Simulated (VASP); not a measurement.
## Au: single point with PBEsol

The system is Au.

```xyz
2
Lattice="1.4113 -2.5559 0.0000 1.4113 2.5559 0.0000 0.0000 0.0000 4.8932" Properties=species:S:1:pos:R:3 pbc="T T T"
Au    1.1113   -0.8451    0.9233
Au    1.4113    0.8451    3.6699
```

This cell differs from its parent crystal: atom 1 (Au) moved by (-0.300, -0.300) A along x and z.

```yaml
Program: VASP 6.6.1
Task: single point
Functional: PBEsol
Potentials_or_basis: VASP PAW PBE potentials, release 64 (Au)
Cutoff: 520 eV
k_mesh: 20 × 20 × 10
Occupations: gaussian, width 0.15 eV
Spin: no spin polarisation
```

* Pressure: 3.2 GPa
* Largest force: 2.466 eV/Å
* Band gap on the k mesh: zero (bands 11 and 12 overlap by 5.84 eV)

Forces on the atoms (eV/Å):
```
Au   0.399  0.275  2.418
Au  -0.399 -0.275 -2.418
```

Stress tensor (GPa, compression positive):
```
 1.58  2.19  4.31
 2.19 -0.11  2.47
 4.31  2.47  8.11
```

Levels at points of the mesh, in eV from the Fermi level:
| k point | band 8 | band 9 | band 10 | band 11 | band 12 | band 13 | band 14 | band 15 |
| --- | --- | --- | --- | --- | --- | --- | --- | --- |
| (0.00, 0.00, 0.00) | -3.68 | -2.86 | -2.54 | -1.70 | -0.92 | 2.12 | 14.30 | 16.22 |
| (0.50, 0.00, 0.00) | -1.96 | -1.75 | -1.66 | -0.09 | 2.05 | 4.96 | 6.62 | 7.54 |
| (0.00, 0.50, 0.00) | -2.07 | -1.98 | -1.58 | 0.95 | 1.24 | 6.02 | 6.32 | 9.29 |
| (0.50, 0.50, 0.00) | -2.12 | -1.94 | -1.71 | 0.15 | 1.22 | 5.00 | 6.49 | 7.56 |
| (0.00, 0.00, 0.50) | -3.95 | -3.23 | -2.59 | -2.42 | -2.08 | 8.30 | 12.27 | 14.65 |
| (0.50, 0.00, 0.50) | -2.44 | -1.74 | -1.74 | 0.75 | 1.57 | 3.25 | 4.11 | 12.20 |
| (0.00, 0.50, 0.50) | -1.95 | -1.80 | -1.53 | 0.11 | 0.39 | 4.07 | 4.44 | 12.06 |
| (0.50, 0.50, 0.50) | -2.13 | -1.91 | -1.65 | -0.04 | 0.54 | 3.13 | 3.87 | 11.90 |

Run time: 9.9 min on 1 thread of Intel(R) Xeon(R) 6975P-C (Granite Rapids) (shared host), peak memory 1 GiB.

Caveat: the cell differs from its parent crystal (atom 1 (Au) moved by (-0.300, -0.300) A along x and z); the cell stands under pressure; the PAW data sets were made with another functional, which shifts forces and pressure a little; spin-orbit coupling is left out, which moves the levels of the heavy elements.
